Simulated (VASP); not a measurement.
# Ga2GeSe2 (P-3m1) in VASP: relaxation of cell and atoms with PBE

Aim: the relaxation of cell and atoms of Ga2GeSe2 with PBE.

Everything below comes from runs of VASP 6.6.1. Logs are shortened: lines on timing, memory, paths and dates and some standing lists are left out, and cuts for length are marked.

## (1) The cell of the first run

The structure is trigonal, space group P-3m1 (No. 164). Conventional cell: a = 3.697 Å, b = 3.697 Å, c = 9.929 Å, α = 90.00°, β = 90.00°, γ = 120.00°. Ga (site symmetry 3m) has 3 Se at 2.50 Å and 3 Ge at 2.90 Å within 3.3 Å. Ge (site symmetry -3m) has 6 Ga at 2.90 Å and 6 Ge at 3.70 Å within 3.8 Å. Within 3.3 Å of Se (site symmetry 3m) lie 3 Ga at 2.50 Å.

## (2) Relaxation of cell and atoms, PBE

Contents of INCAR:

```
SYSTEM = Ga2GeSe2
ALGO = Normal
EDIFF = 1E-6
EDIFFG = -0.01
ENCUT = 600
GGA = PE
IBRION = 2
ISIF = 3
ISMEAR = 0
LASPH = .TRUE.
LCHARG = .FALSE.
LREAL = .FALSE.
LWAVE = .FALSE.
NELM = 80
NSW = 100
PREC = Accurate
SIGMA = 0.1
```

Contents of KPOINTS:

```
k-points
0
G
  12 12 4
  0 0 0
```

Contents of POSCAR:

```
Ga2GeSe2
1.0
    3.6973424930      0.0000000000      0.0000000000
   -1.8486712465      3.2019925254      0.0000000000
    0.0000000000      0.0000000000      9.9285675676
Ga Ge Se
2 1 2
Direct
    0.3333333333      0.6666666667      0.1981282521
    0.6666666667      0.3333333333      0.8018717479
    0.0000000000      0.0000000000      0.0000000000
    0.3333333333      0.6666666667      0.6715870908
    0.6666666667      0.3333333333      0.3284129092
```

Potentials or basis: VASP PAW PBE potentials, release 64 (Ga_d, Ge_d, Se).

On the command line:

```console
> cat potpaw_PBE.64/Ga_d/POTCAR potpaw_PBE.64/Ge_d/POTCAR potpaw_PBE.64/Se/POTCAR > POTCAR
> mpirun -np 1 vasp_std > vasp.out
```

OUTCAR:

```text
SYSTEM = Ga2GeSe2
   EDIFF = 1E-6
   EDIFFG = -0.01
   ENCUT = 600
   GGA = PE
   IBRION = 2
   ISIF = 3
   ISMEAR = 0
   LASPH = .TRUE.
   LREAL = .FALSE.
   NELM = 80
   NSW = 100
   PREC = Accurate

 ion  position               nearest neighbor table
   1  0.333  0.667  0.198-   5 2.50   5 2.50   5 2.50   3 2.90   3 2.90   3 2.90
   2  0.667  0.333  0.802-   4 2.50   4 2.50   4 2.50   3 2.90   3 2.90   3 2.90
   3  0.000  0.000  0.000-   1 2.90   2 2.90   1 2.90   2 2.90   2 2.90   1 2.90
   4  0.333  0.667  0.672-   2 2.50   2 2.50   2 2.50
   5  0.667  0.333  0.328-   1 2.50   1 2.50   1 2.50

  LATTYP: Found a hexagonal cell.
 ALAT       =     3.6973424930
 C/A-ratio  =     2.6853253618

  Lattice vectors:

 A1 = (   3.6973424930,   0.0000000000,   0.0000000000)
 A2 = (  -1.8486712465,   3.2019925254,   0.0000000000)
 A3 = (   0.0000000000,   0.0000000000,   9.9285675676)

Analysis of symmetry for initial positions (statically):
=====================================================================
 Subroutine PRICEL returns:
 Original cell was already a primitive cell.

 Routine SETGRP: Setting up the symmetry group for a
 hexagonal supercell.

 Subroutine GETGRP returns: Found 12 space group operations
 (whereof 12 operations were pure point group operations)
 out of a pool of 24 trial point group operations.

The static configuration has the point symmetry D_3d.

Analysis of symmetry for dynamics (positions and initial velocities):
=====================================================================
 Subroutine PRICEL returns:
 Original cell was already a primitive cell.

 Routine SETGRP: Setting up the symmetry group for a
 hexagonal supercell.

 Subroutine GETGRP returns: Found 12 space group operations
 (whereof 12 operations were pure point group operations)
 out of a pool of 24 trial point group operations.

The dynamic configuration has the point symmetry D_3d.

 Subroutine INISYM returns: Found 12 space group operations
 (whereof 12 operations are pure point group operations),
 and found     1 'primitive' translations

----------------------------------------------------------------------------------------

                                     Primitive cell

  volume of cell :     117.5430

  direct lattice vectors                    reciprocal lattice vectors
     3.697342493  0.000000000  0.000000000     0.270464530  0.156152769  0.000000000
    -1.848671246  3.201992525  0.000000000     0.000000000  0.312305539  0.000000000
     0.000000000  0.000000000  9.928567568     0.000000000  0.000000000  0.100719464

  length of vectors
     3.697342493  3.697342493  9.928567568     0.312305539  0.312305539  0.100719464

  position of ions in fractional coordinates (direct lattice)
     0.333333333  0.666666667  0.198128252
     0.666666667  0.333333333  0.801871748
     0.000000000  0.000000000  0.000000000
     0.333333333  0.666666667  0.671587091
     0.666666667  0.333333333  0.328412909

  ion indices of the primitive-cell ions
   primitive index   ion index
                 1           1
                 2           2
                 3           3
                 4           4
                 5           5

----------------------------------------------------------------------------------------

 KPOINTS: k-points

Automatic generation of k-mesh.
 Grid dimensions read from file:
 generate k-points for:   12   12    4

 Generating k-lattice:

  Cartesian coordinates                     Fractional coordinates (reciprocal lattice)
     0.022538711  0.013012731  0.000000000     0.083333333 -0.000000000  0.000000000
     0.000000000  0.026025462  0.000000000     0.000000000  0.083333333  0.000000000
     0.000000000  0.000000000  0.025179866     0.000000000  0.000000000  0.250000000

  Length of vectors
     0.026025462  0.026025462  0.025179866

  Shift w.r.t. Gamma in fractional coordinates (k-lattice)
     0.000000000  0.000000000  0.000000000

 Subroutine IBZKPT returns following result:
 ===========================================

 Found     69 irreducible k-points:

 Following reciprocal coordinates:
            Coordinates               Weight
  0.000000  0.000000  0.000000      1.000000
  0.083333  0.000000  0.000000      6.000000
  0.166667 -0.000000  0.000000      6.000000
  0.250000 -0.000000  0.000000      6.000000
  0.333333 -0.000000  0.000000      6.000000
  0.416667 -0.000000  0.000000      6.000000
[... 16 lines left out ...]
  0.166667 -0.000000  0.250000      6.000000
  0.000000  0.166667  0.250000      6.000000
 [... further k-points ...]
   k-points           NKPTS =     69   k-points in BZ     NKDIM =     69   number of bands    NBANDS=     31
   number of dos      NEDOS =    301   number of ions     NIONS =      5
   total plane-waves  NPLWV =  72000
   dimension x,y,z NGX =    30 NGY =   30 NGZ =   80
   dimension x,y,z NGXF=    60 NGYF=   60 NGZF=  160
   ions per type =               2   1   2
   NGX,Y,Z   is equivalent  to a cutoff of  13.49, 13.49, 13.40 a.u.
   NGXF,Y,Z  is equivalent  to a cutoff of  26.98, 26.98, 26.79 a.u.
 SYSTEM =  Ga2GeSe2
   PREC   = accura    normal or accurate (medium, high low for compatibility)
   ISTART =      0    job   : 0-new  1-cont  2-samecut
   ICHARG =      2    charge: 1-file 2-atom 10-const
   ISPIN  =      1    spin polarized calculation?
   LNONCOLLINEAR =      F non collinear calculations
   LSORBIT =      F    spin-orbit coupling
   LASPH  =      T    aspherical Exc in radial PAW
   ENCUT  =  600.0 eV  44.10 Ry    6.64 a.u.   7.38  7.38 19.83*2*pi/ulx,y,z
   NELM   =     80;   NELMIN=  2; NELMDL= -5     # of ELM steps
   EDIFF  = 0.1E-05   stopping-criterion for ELM
   LREAL  =      F    real-space projection
   EDIFFG = -.1E-01   stopping-criterion for IOM
   NSW    =    100    number of steps for IOM
   IBRION =      2    ionic relax: 0-MD 1-quasi-New 2-CG
   NFREE  =      1    steps in history (QN), initial steepest desc. (CG)
   ISIF   =      3    stress and relaxation
   ISYM   =      2    0-nonsym 1-usesym 2-fastsym
   POTIM  = 0.5000    time-step for ionic-motion
   TEBEG  =    0.0;   TEEND  =   0.0 temperature during run
   PSTRESS=    0.0 pullay stress
   NELECT =      52.0000    total number of electrons
   NUPDOWN=      -1.0000    fix difference up-down
   EMIN   =  10.00;   EMAX   =-10.00  energy-range for DOS
   EFERMI =   0.00;   METHOD = LEGACY
   ISMEAR =     0;   SIGMA  =   0.10  broadening in eV -4-tet -1-fermi 0-gaus
   EFERMI_NEDOS =   21; number of points for ismear=-14 and -15
   IALGO  =     38    algorithm
   IMIX   =      4    mixing-type and parameters
     AMIX     =   0.40;   BMIX     =  1.00
     AMIX_MAG =   1.60;   BMIX_MAG =  1.00
  volume/ion in A,a.u.               =      23.51       158.64
  Fermi-wavevector in a.u.,A,eV,Ry     =   1.247413  2.357270 21.171213  1.556040
  Thomas-Fermi vector in A             =   2.381547
   LORBIT       =      0    0 simple, 1 ext, 2 COOP (PROOUT), +10 PAW based schemes
   GGA     = PE    functional components
   LHFCALC =     F    Hartree Fock is set to
   AEXX    =    0.0000 exact exchange contribution
   IVDW    =     0    specifies the selected vdW correction
   LEPSILON=     F    determine dielectric tensor
   LRPA    =     F    only Hartree local field effects (RPA)
 conjugate gradient relaxation of ions
 non-spin polarized calculation
 Gauss-broadening in eV      SIGMA  =   0.10
  energy-cutoff  :      600.00
  volume of cell :      117.54
 maximum number of plane-waves:      3969
 NGX is ok and might be reduce to    30
   NGX = 15   NGY = 15   NGZ = 39

--------------------------------------- Ionic step        1  -------------------------------------------

 number of electron      52.0000009 magnetization

 Free energy of the ion-electron system (eV)
  ---------------------------------------------------
  ext. energy  EPLUGINS =         0.00000000
  ---------------------------------------------------
  free energy    TOTEN  =       -18.24768868 eV

  energy without entropy =      -18.23436041  energy(sigma->0) =      -18.24102454

------------------------ aborting loop because EDIFF is reached ----------------------------------------

  FORCE on cell =-STRESS in cart. coord.  units (eV):
  Direction    XX          YY          ZZ          XY          YZ          ZX
  --------------------------------------------------------------------------------------
  -------------------------------------------------------------------------------------
  Total        0.2469884      0.2469884     -0.0697965      0.0000000     -0.0000000      0.0000000
  in kB        3.3665920      3.3665920     -0.9513660      0.0000000     -0.0000000      0.0000000
  external PRESSURE =       1.9272727 kB  Pullay stress =       0.0000000 kB
[... 258 lines left out ...]
  energy  without entropy=      -18.2375753905  energy(sigma->0) =      -18.24406363

--------------------------------------- Ionic step        8  -------------------------------------------

 number of electron      52.0000028 magnetization

 Free energy of the ion-electron system (eV)
  ---------------------------------------------------
  ext. energy  EPLUGINS =         0.00000000
  ---------------------------------------------------
  free energy    TOTEN  =       -18.25057158 eV

  energy without entropy =      -18.23759022  energy(sigma->0) =      -18.24408090

 E-fermi :   3.6037     XC(G=0):  -9.6527

 val. band max:        3.5967531799   @ k =   0.1667   0.0833   0.2500
 cond. band min:       3.6498566156   @ k =   0.3333   0.2500   0.2500
 fundamental gap:      0.0531034357
 Fermi energy:         3.6037384966

 k-point     1 :       0.0000    0.0000    0.0000
  band No.  band energies     occupation
      1     -21.1054      2.00000
      2     -21.1054      2.00000
      3     -21.0742      2.00000
      4     -21.0742      2.00000
      5     -21.0652      2.00000
      6     -11.1313      2.00000
[... 805 lines left out ...]
     30       8.1489      0.00000
     31       8.8442      0.00000

 [... further k-points ...]
[... 5 lines left out ...]
  --------------------------------------------------------------------------------------
  -------------------------------------------------------------------------------------
  Total       -0.0061745     -0.0061745      0.0029388      0.0000000     -0.0000000      0.0000000
  in kB       -0.0843215     -0.0843215      0.0401331      0.0000000     -0.0000000      0.0000000
  external PRESSURE =      -0.0428366 kB  Pullay stress =       0.0000000 kB
[... 20 lines left out ...]
  FREE ENERGIE OF THE ION-ELECTRON SYSTEM (eV)
  ---------------------------------------------------
  free  energy   TOTEN  =       -18.2505715817 eV

  energy  without entropy=      -18.2375902211  energy(sigma->0) =      -18.24408090

 reached required accuracy - stopping structural energy minimisation
```

Run time: 23 min. Hardware: 1 thread of Oxide Virtual Turin-like, shared host; peak memory 0.45 GiB.

Results:

```yaml
Free_energy: -18.2506 eV
Relaxed_volume: 23.46 Å³/atom
Relaxed_cell: a = 3.712 Å, b = 3.712 Å, c = 9.834 Å, α = 90.00°, β = 90.00°, γ = 120.00°
Space_group_after_relaxing_to_0.05_Å: P-3m1 (No. 164)
Energy_gained_by_relaxing: 0.6 meV/atom
Ionic_steps: 8
Pressure_after_relaxing: 0.0 GPa
Largest_force_after_relaxing: 0.004 eV/Å
Band_gap_on_the_k_mesh: zero (band 26 reaches 5.86 eV, above the bottom of band 27 at 3.18 eV)
```

Forces in eV/Å, atoms in the order of the input:
```
Ga   0.000  0.000 -0.004
Ga   0.000  0.000  0.004
Ge   0.000  0.000  0.000
Se   0.000  0.000 -0.004
Se   0.000  0.000  0.004
```

Step by step:
```csv
step,energy change (eV),largest force (eV/Å),pressure (GPa),volume (Å³)
1,0.0000,0.1001,0.19,117.54
2,-0.0014,0.0310,-0.20,118.02
3,-0.0014,0.0279,-0.17,118.04
4,-0.0022,0.0256,-0.08,117.77
5,-0.0028,0.0203,0.00,117.44
6,-0.0028,0.0176,0.05,117.27
7,-0.0029,0.0079,-0.08,117.36
8,-0.0029,0.0039,0.00,117.32
```

Final structure:
```
Ga Ge Se
1.0
     3.71161    0.00000    0.00000
    -1.85581    3.21435    0.00000
     0.00000    0.00000    9.83372
Ga Ge Se
2 1 2
Cartesian
  0.0000 2.1429 1.9338
  1.8558 1.0714 7.8999
  3.7116 0.0000 9.8337
  0.0000 2.1429 6.6017
  1.8558 1.0714 3.2321
```

Caveat: this functional lacks dispersion, which binds the layers, so the pressure and a relaxed spacing across them are unreliable.
